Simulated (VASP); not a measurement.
Set up this calculation in VASP 6.6.1, as the native input.

```yaml
Task: single point
Functional: PBEsol
Potentials_or_basis: VASP PAW PBE potentials, release 64 (Be)
Cutoff: 520 eV
k_mesh: 13 × 13 × 8
Occupations: fermi-dirac, width 0.05 eV
Spin: no spin polarisation
Dipole_correction: no
Further_INCAR_settings: ALGO = Normal; EDIFF = 1e-06; NBANDS = 9
```

The structure of Be lies in POSCAR:

```
Be
1.0
    2.2853000000      0.0000000000      0.0000000000
   -1.1426500000      1.9791278553      0.0000000000
    0.0000000000      0.0000000000      3.5842000000
Be
2
Direct
    0.6666666667      0.3333333333      0.7500000000
    0.3333333333      0.6666666667      0.2500000000
```

These files were run (other wordings do the same):

INCAR

```
ALGO = Normal
EDIFF = 1E-6
ENCUT = 520
GGA = PS
ISIF = 2
ISMEAR = -1
LASPH = True
LCHARG = False
LREAL = False
LWAVE = False
NBANDS = 9
NELM = 80
PREC = Accurate
SIGMA = 0.05
```

KPOINTS

```
k-points
0
Gamma
  13 13 8
```

Potentials or basis: VASP PAW PBE potentials, release 64 (Be).

Launch:

```console
$ cat potpaw_PBE.64/Be/POTCAR > POTCAR
$ mpirun -np 1 vasp_std > vasp.out
```

Results of the run:

| Item | Value |
| --- | --- |
| Pressure | -3.5 GPa |
| Band gap on the k mesh | zero (band 2 reaches 7.89 eV, above the bottom of band 3 at 6.28 eV) |

Caveat: the PAW data sets were made with another functional, which shifts forces and pressure a little.

It took 7.1 s on 1 thread of Intel(R) Xeon(R) Platinum 8559C (Emerald Rapids), on a shared host, peak memory 0.13 GiB.
